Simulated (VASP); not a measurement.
# W3I (P6_3/mmc) in VASP: notebook

W3I is run at these levels: PBE; tasks: relaxation of cell and atoms, single point.

All numbers are computed with VASP 6.6.1; they aren't measurements. Logs are shortened: lines on timing, memory, paths and dates and some standing lists are left out, and cuts for length are marked.

### Step 1. The cell of the first run

Symmetry: P6_3/mmc, No. 194, hexagonal system. Conventional cell: a = 6.417 Å, b = 6.417 Å, c = 5.151 Å, α = 90.00°, β = 90.00°, γ = 120.00°. Within 4.2 Å of W (site symmetry mm2) lie 4 I at 3.17 to 3.21 Å and 8 W at 3.17 to 3.21 Å. I (site symmetry -6m2) has 12 W at 3.17 to 3.21 Å within 4.2 Å.

### Step 2. Relaxation of cell and atoms, PBE

Contents of INCAR:

```
PREC = Accurate
ENCUT = 600
EDIFF = 1E-6
ISMEAR = 0
SIGMA = 0.1
LREAL = F
LASPH = T
NELM = 100
ALGO = Fast
ISIF = 3
LWAVE = F
LCHARG = F
GGA = PE
IBRION = 2
NSW = 90
EDIFFG = -0.04
```

Contents of KPOINTS:

```
regular mesh
0
Gamma
  3 3 4
```

Contents of POSCAR:

```
W3I
1.0
    6.4170889254      0.0000000000      0.0000000000
   -3.2085444627      5.5573620278      0.0000000000
    0.0000000000      0.0000000000      5.1507039702
W I
6 2
Direct
    0.8330000000      0.6660000000      0.2500000000
    0.1670000000      0.8330000000      0.7500000000
    0.3340000000      0.1670000000      0.2500000000
    0.1670000000      0.3340000000      0.7500000000
    0.8330000000      0.1670000000      0.2500000000
    0.6660000000      0.8330000000      0.7500000000
    0.3333333333      0.6666666667      0.2500000000
    0.6666666667      0.3333333333      0.7500000000
```

Potentials or basis: VASP PAW PBE potentials, release 64 (W_sv, I).

On the command line:

```console
$ cat potpaw_PBE.64/W_sv/POTCAR potpaw_PBE.64/I/POTCAR > POTCAR
$ mpirun -np 1 vasp_std > vasp.out
```

OUTCAR:

```text
PREC = Accurate
   ENCUT = 600
   EDIFF = 1E-6
   ISMEAR = 0
   LREAL = F
   LASPH = T
   NELM = 100
   ISIF = 3
   GGA = PE
   IBRION = 2
   NSW = 90
   EDIFFG = -0.04

 ion  position               nearest neighbor table
   1  0.833  0.666  0.250-   8 3.17   8 3.17   2 3.17   2 3.17   6 3.17   6 3.17   5 3.20   3 3.20
                             7 3.21   7 3.21   5 3.21   3 3.21
   2  0.167  0.833  0.750-   7 3.17   7 3.17   1 3.17   1 3.17   3 3.17   3 3.17   6 3.20   4 3.20
                             8 3.21   8 3.21   6 3.21   4 3.21
   3  0.334  0.167  0.250-   8 3.17   8 3.17   4 3.17   4 3.17   2 3.17   2 3.17   5 3.20   1 3.20
                             7 3.21   7 3.21   5 3.21   1 3.21
   4  0.167  0.334  0.750-   7 3.17   7 3.17   3 3.17   3 3.17   5 3.17   5 3.17   2 3.20   6 3.20
                             8 3.21   8 3.21   2 3.21   6 3.21
   5  0.833  0.167  0.250-   8 3.17   8 3.17   4 3.17   4 3.17   6 3.17   6 3.17   3 3.20   1 3.20
                             7 3.21   7 3.21   3 3.21   1 3.21
   6  0.666  0.833  0.750-   7 3.17   7 3.17   1 3.17   1 3.17   5 3.17   5 3.17   2 3.20   4 3.20
                             8 3.21   8 3.21   2 3.21   4 3.21
   7  0.333  0.667  0.250-   2 3.17   2 3.17   6 3.17   6 3.17   4 3.17   4 3.17   1 3.21   3 3.21
                             5 3.21   5 3.21   1 3.21   3 3.21
   8  0.667  0.333  0.750-   5 3.17   5 3.17   3 3.17   3 3.17   1 3.17   1 3.17   4 3.21   6 3.21
                             2 3.21   2 3.21   4 3.21   6 3.21

  LATTYP: Found a hexagonal cell.
 ALAT       =     6.4170889254
 C/A-ratio  =     0.8026542923

  Lattice vectors:

 A1 = (   6.4170889254,   0.0000000000,   0.0000000000)
 A2 = (  -3.2085444627,   5.5573620278,   0.0000000000)
 A3 = (   0.0000000000,   0.0000000000,   5.1507039702)

Analysis of symmetry for initial positions (statically):
=====================================================================
 Subroutine PRICEL returns:
 Original cell was already a primitive cell.

 Routine SETGRP: Setting up the symmetry group for a
 hexagonal supercell.

 Subroutine GETGRP returns: Found 24 space group operations
 (whereof 12 operations were pure point group operations)
 out of a pool of 24 trial point group operations.

The static configuration has the point symmetry D_3d.
 The point group associated with its full space group is D_6h.

Analysis of symmetry for dynamics (positions and initial velocities):
=====================================================================
 Subroutine PRICEL returns:
 Original cell was already a primitive cell.

 Routine SETGRP: Setting up the symmetry group for a
 hexagonal supercell.

 Subroutine GETGRP returns: Found 24 space group operations
 (whereof 12 operations were pure point group operations)
 out of a pool of 24 trial point group operations.

The dynamic configuration has the point symmetry D_3d.
 The point group associated with its full space group is D_6h.

 Subroutine INISYM returns: Found 24 space group operations
 (whereof 12 operations are pure point group operations),
 and found     1 'primitive' translations

----------------------------------------------------------------------------------------

                                     Primitive cell

  volume of cell :     183.6848

  direct lattice vectors                    reciprocal lattice vectors
     6.417088925  0.000000000  0.000000000     0.155833901  0.089970745  0.000000000
    -3.208544463  5.557362028  0.000000000     0.000000000  0.179941489  0.000000000
     0.000000000  0.000000000  5.150703970     0.000000000  0.000000000  0.194148219

  length of vectors
     6.417088925  6.417088925  5.150703970     0.179941489  0.179941489  0.194148219

  position of ions in fractional coordinates (direct lattice)
     0.833000000  0.666000000  0.250000000
     0.167000000  0.833000000  0.750000000
     0.334000000  0.167000000  0.250000000
     0.167000000  0.334000000  0.750000000
     0.833000000  0.167000000  0.250000000
     0.666000000  0.833000000  0.750000000
     0.333333333  0.666666667  0.250000000
     0.666666667  0.333333333  0.750000000

  ion indices of the primitive-cell ions
   primitive index   ion index
                 1           1
                 2           2
                 3           3
                 4           4
                 5           5
                 6           6
                 7           7
                 8           8

----------------------------------------------------------------------------------------

 KPOINTS: regular mesh

Automatic generation of k-mesh.
 Grid dimensions read from file:
 generate k-points for:    3    3    4

 Generating k-lattice:

  Cartesian coordinates                     Fractional coordinates (reciprocal lattice)
     0.051944634  0.029990248  0.000000000     0.333333333  0.000000000  0.000000000
     0.000000000  0.059980496  0.000000000     0.000000000  0.333333333  0.000000000
     0.000000000  0.000000000  0.048537055     0.000000000  0.000000000  0.250000000

  Length of vectors
     0.059980496  0.059980496  0.048537055

  Shift w.r.t. Gamma in fractional coordinates (k-lattice)
     0.000000000  0.000000000  0.000000000

 Subroutine IBZKPT returns following result:
 ===========================================

 Found      9 irreducible k-points:

 Following reciprocal coordinates:
            Coordinates               Weight
  0.000000  0.000000  0.000000      1.000000
  0.333333 -0.000000  0.000000      6.000000
  0.333333  0.333333  0.000000      2.000000
  0.000000  0.000000  0.250000      2.000000
  0.333333 -0.000000  0.250000     12.000000
  0.333333  0.333333  0.250000      4.000000
  0.000000  0.000000  0.500000      1.000000
  0.333333 -0.000000  0.500000      6.000000
  0.333333  0.333333  0.500000      2.000000
   k-points           NKPTS =      9   k-points in BZ     NKDIM =      9   number of bands    NBANDS=     58
   number of dos      NEDOS =    301   number of ions     NIONS =      8
   total plane-waves  NPLWV = 122472
   dimension x,y,z NGX =    54 NGY =   54 NGZ =   42
   dimension x,y,z NGXF=   108 NGYF=  108 NGZF=   84
   ions per type =               6   2
   NGX,Y,Z   is equivalent  to a cutoff of  13.99, 13.99, 13.56 a.u.
   NGXF,Y,Z  is equivalent  to a cutoff of  27.98, 27.98, 27.11 a.u.
 SYSTEM =  unknown system
   PREC   = accura    normal or accurate (medium, high low for compatibility)
   ISTART =      0    job   : 0-new  1-cont  2-samecut
   ICHARG =      2    charge: 1-file 2-atom 10-const
   ISPIN  =      1    spin polarized calculation?
   LNONCOLLINEAR =      F non collinear calculations
   LSORBIT =      F    spin-orbit coupling
   LASPH  =      T    aspherical Exc in radial PAW
   ENCUT  =  600.0 eV  44.10 Ry    6.64 a.u.  12.82 12.82 10.29*2*pi/ulx,y,z
   NELM   =    100;   NELMIN=  2; NELMDL= -5     # of ELM steps
   EDIFF  = 0.1E-05   stopping-criterion for ELM
   LREAL  =      F    real-space projection
   EDIFFG = -.4E-01   stopping-criterion for IOM
   NSW    =     90    number of steps for IOM
   IBRION =      2    ionic relax: 0-MD 1-quasi-New 2-CG
   NFREE  =      1    steps in history (QN), initial steepest desc. (CG)
   ISIF   =      3    stress and relaxation
   ISYM   =      2    0-nonsym 1-usesym 2-fastsym
   POTIM  = 0.5000    time-step for ionic-motion
   TEBEG  =    0.0;   TEEND  =   0.0 temperature during run
   PSTRESS=    0.0 pullay stress
   NELECT =      98.0000    total number of electrons
   NUPDOWN=      -1.0000    fix difference up-down
   EMIN   =  10.00;   EMAX   =-10.00  energy-range for DOS
   EFERMI =   0.00;   METHOD = LEGACY
   ISMEAR =     0;   SIGMA  =   0.10  broadening in eV -4-tet -1-fermi 0-gaus
   EFERMI_NEDOS =   21; number of points for ismear=-14 and -15
   IALGO  =     68    algorithm
   IMIX   =      4    mixing-type and parameters
     AMIX     =   0.40;   BMIX     =  1.00
     AMIX_MAG =   1.60;   BMIX_MAG =  1.00
  volume/ion in A,a.u.               =      22.96       154.95
  Fermi-wavevector in a.u.,A,eV,Ry     =   1.327779  2.509138 23.987026  1.762997
  Thomas-Fermi vector in A             =   2.457066
   LORBIT       =      0    0 simple, 1 ext, 2 COOP (PROOUT), +10 PAW based schemes
   GGA     = PE    functional components
   LHFCALC =     F    Hartree Fock is set to
   AEXX    =    0.0000 exact exchange contribution
   IVDW    =     0    specifies the selected vdW correction
   LEPSILON=     F    determine dielectric tensor
   LRPA    =     F    only Hartree local field effects (RPA)
 conjugate gradient relaxation of ions
 non-spin polarized calculation
 RMM-DIIS sequential band-by-band and
 Gauss-broadening in eV      SIGMA  =   0.10
  energy-cutoff  :      600.00
  volume of cell :      183.68
 maximum number of plane-waves:      6159
 NGX is ok and might be reduce to    54
   NGX = 25   NGY = 25   NGZ = 21

--------------------------------------- Ionic step        1  -------------------------------------------

 number of electron      98.0000005 magnetization

 Free energy of the ion-electron system (eV)
  ---------------------------------------------------
  ext. energy  EPLUGINS =         0.00000000
  ---------------------------------------------------
  free energy    TOTEN  =       -63.94329435 eV

  energy without entropy =      -63.86167734  energy(sigma->0) =      -63.90248585

 E-fermi :   8.3319     XC(G=0): -11.5081

 val. band max:        8.3260901456   @ k =   0.3333  -0.0000   0.2500
 cond. band min:       8.3480479900   @ k =   0.3333   0.3333   0.2500
 fundamental gap:      0.0219578444
 Fermi energy:         8.3318568160

 k-point     1 :       0.0000    0.0000    0.0000
  band No.  band energies     occupation
      1     -66.2298      2.00000
      2     -66.2160      2.00000
      3     -66.2160      2.00000
      4     -66.2144      2.00000
      5     -66.2084      2.00000
      6     -66.2084      2.00000
[... 871 lines left out ...]
  energy  without entropy=      -68.8321984527  energy(sigma->0) =      -68.85018260

--------------------------------------- Ionic step        9  -------------------------------------------

 number of electron      97.9999997 magnetization

 Free energy of the ion-electron system (eV)
  ---------------------------------------------------
  ext. energy  EPLUGINS =         0.00000000
  ---------------------------------------------------
  free energy    TOTEN  =       -69.05191593 eV

  energy without entropy =      -69.01304209  energy(sigma->0) =      -69.03247901

 E-fermi :  11.6374     XC(G=0): -12.7112

 val. band max:       11.5317342231   @ k =   0.3333  -0.0000   0.2500
 cond. band min:      11.6665029649   @ k =   0.3333  -0.0000   0.5000
 fundamental gap:      0.1347687417
 Fermi energy:        11.6374030133

 k-point     1 :       0.0000    0.0000    0.0000
  band No.  band energies     occupation
      1     -62.6582      2.00000
      2     -62.6183      2.00000
      3     -62.5899      2.00000
      4     -62.5899      2.00000
      5     -62.5704      2.00000
      6     -62.5704      2.00000
[... 573 lines left out ...]
  FREE ENERGIE OF THE ION-ELECTRON SYSTEM (eV)
  ---------------------------------------------------
  free  energy   TOTEN  =       -69.0519159338 eV

  energy  without entropy=      -69.0130420882  energy(sigma->0) =      -69.03247901

 reached required accuracy - stopping structural energy minimisation
```

Run time: 37 min. Hardware: 1 thread of Oxide Virtual Turin-like, shared host; peak memory 0.38 GiB.

What came out:

```yaml
Free_energy: -69.0519 eV
Relaxed_volume: 18.13 Å³/atom
Relaxed_cell: a = 5.753 Å, b = 5.753 Å, c = 5.059 Å, α = 90.00°, β = 90.00°, γ = 120.00°
Space_group_after_relaxing_to_0.1_Å: P6_3/mmc (No. 194)
Pressure_after_relaxing: 0.0 GPa
Largest_force_after_relaxing: 0.036 eV/Å
Band_gap_on_the_k_mesh: zero (bands 49 and 50 overlap by 0.69 eV)
```

Forces in eV/Å, atoms in the order of the input:
```
W    0.000 -0.036  0.000
W    0.031 -0.018  0.000
W    0.031  0.018  0.000
W    0.000  0.036  0.000
W   -0.031  0.018  0.000
W   -0.031 -0.018  0.000
I    0.000  0.000  0.000
I    0.000  0.000  0.000
```

Final structure:
```yaml
crystal:
  lattice:
    - [5.75288, 0.00000, 0.00000]
    - [-2.87644, 4.98214, 0.00000]
    - [0.00000, 0.00000, 5.05947]
  atoms:
    - { symbol: W, position: [0.84193, 0.68385, 0.25000] }
    - { symbol: W, position: [0.15807, 0.84193, 0.75000] }
    - { symbol: W, position: [0.31615, 0.15807, 0.25000] }
    - { symbol: W, position: [0.15807, 0.31615, 0.75000] }
    - { symbol: W, position: [0.84193, 0.15807, 0.25000] }
    - { symbol: W, position: [0.68385, 0.84193, 0.75000] }
    - { symbol: I, position: [0.33333, 0.66667, 0.25000] }
    - { symbol: I, position: [0.66667, 0.33333, 0.75000] }
```

Caveat: the k points lie up to 0.42 Å⁻¹ apart in the final cell, too coarse for converged energies and pressures of a metal; the volume moved by over 15 % at a fixed basis, so the end points are rough; spin-orbit coupling is left out, which moves the levels of the heavy elements.

### Step 3. Single point, PBE

This run uses another cell than the first one, of 21.34 Å³/atom.

Contents of INCAR:

```
SYSTEM = W3I
  PREC = Accurate
  ENCUT = 520
  EDIFF = 1E-6
  ISMEAR = 0
  SIGMA = 0.1
  LREAL = .False.
  LASPH = .True.
  NELM = 60
  ALGO = Fast
  ISIF = 2
  LWAVE = .False.
  LCHARG = .True.
  GGA = PE
  LELF = .True.
  LVHAR = .True.
  NBANDS = 59
```

Contents of KPOINTS:

```
Automatic mesh
0
Gamma
  6 6 10
  0 0 0
```

Contents of POSCAR:

```
W3I
1.0
    6.6691231755      0.0000000000      0.0000000000
   -3.3345615877      5.7756300909      0.0000000000
    0.0000000000      0.0000000000      4.4322555037
W I
6 2
Direct
    0.8675567555      0.7351135109      0.2500000000
    0.1324432445      0.8675567555      0.7500000000
    0.2648864891      0.1324432445      0.2500000000
    0.1324432445      0.2648864891      0.7500000000
    0.8675567555      0.1324432445      0.2500000000
    0.7351135109      0.8675567555      0.7500000000
    0.3333333333      0.6666666667      0.2500000000
    0.6666666667      0.3333333333      0.7500000000
```

Potentials or basis: VASP PAW PBE potentials, release 64 (W_sv, I).

On the command line:

```console
$ cat potpaw_PBE.64/W_sv/POTCAR potpaw_PBE.64/I/POTCAR > POTCAR
$ mpirun -np 1 vasp_std > vasp.out
```

Wall time 15 min (1 thread of Oxide Virtual Turin-like, shared host); peak memory 0.45 GiB.

It converged, with:

| Property | Result |
| --- | --- |
| Free energy | -70.1887 eV |
| Pressure | 0.3 GPa |
| Largest force | 0.049 eV/Å |
| Band gap on the k mesh | zero (bands 49 and 50 overlap by 0.83 eV) |

Forces in eV/Å, atoms in the order of the input:
```
W    0.000 -0.049  0.000
W    0.043 -0.025  0.000
W    0.043  0.025  0.000
W    0.000  0.049  0.000
W   -0.043  0.025  0.000
W   -0.043 -0.025  0.000
I    0.000  0.000  0.000
I    0.000  0.000  0.000
```

Stress tensor (GPa, compression positive):
```
0.19 0.00 0.00
0.00 0.19 0.00
0.00 0.00 0.43
```

Levels at points of the mesh, in eV from the Fermi level:
```csv
k point,band 45,band 46,band 47,band 48,band 49,band 50,band 51,band 52,band 53,band 54
"(0.00, 0.00, 0.00)",-1.04,-1.04,-0.56,-0.56,-0.22,0.26,0.26,1.16,1.16,1.39
"(0.50, 0.00, 0.00)",-1.02,-0.87,-0.83,-0.46,-0.18,-0.12,0.05,0.53,0.92,1.05
"(0.00, 0.00, 0.50)",-2.13,-2.13,-0.13,-0.13,-0.13,-0.13,0.22,0.22,1.44,1.44
"(0.50, 0.00, 0.50)",-1.38,-1.38,-0.71,-0.71,0.38,0.38,0.93,0.93,1.20,1.20
```

Caveat: spin-orbit coupling is left out, which moves the levels of the heavy elements.

The gap in the log of VASP goes by the Fermi energy; the results here count the filled bands.